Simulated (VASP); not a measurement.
Input of a VASP 6.6.1 run:

INCAR

```
SYSTEM = KTaO3
  PREC = Accurate
  ENCUT = 520
  EDIFF = 1E-6
  ISMEAR = 0
  SIGMA = 0.05
  LREAL = .FALSE.
  LASPH = .TRUE.
  NELM = 100
  ALGO = Normal
  ISIF = 2
  LWAVE = .FALSE.
  LCHARG = .FALSE.
  GGA = PE
  NBANDS = 27
```

The input KPOINTS:

```
regular mesh
0
G
  8 8 8
  0 0 0
```

File POSCAR:

```
KTaO3
1.0
    4.0880075000      0.0000000000      0.0000000000
    0.0000000000      3.9883000000      0.0000000000
    0.0000000000      0.0000000000      3.9883000000
K Ta O
1 1 3
Direct
    0.5000000000      0.5000000000      0.5000000000
    0.0000000000      0.0000000000      0.0000000000
    0.5000000000      0.0000000000      0.0000000000
    0.0000000000      0.5000000000      0.0000000000
    0.0000000000      0.0000000000      0.5000000000
```

Potentials or basis: VASP PAW PBE potentials, release 64 (K_sv, Ta_pv, O).

Launch:

```bash
$ cat potpaw_PBE.64/K_sv/POTCAR potpaw_PBE.64/Ta_pv/POTCAR potpaw_PBE.64/O/POTCAR > POTCAR
$ mpirun -np 1 vasp_std > vasp.out
```

What does it give for the pressure?

1.3 GPa.

Estimate the band gap on the k mesh.

2.10 eV (least direct gap 2.72 eV).

Stress tensor (GPa, compression positive):
```
-4.28  0.00  0.00
 0.00  4.04  0.00
 0.00  0.00  4.04
```

Caveat: the cell differs from its parent crystal (strain +0.0250 x Voigt [1, 0, 0, 0, 0, 0]); spin-orbit coupling is left out, which moves the levels of the heavy elements. A k mesh can miss the band edges.
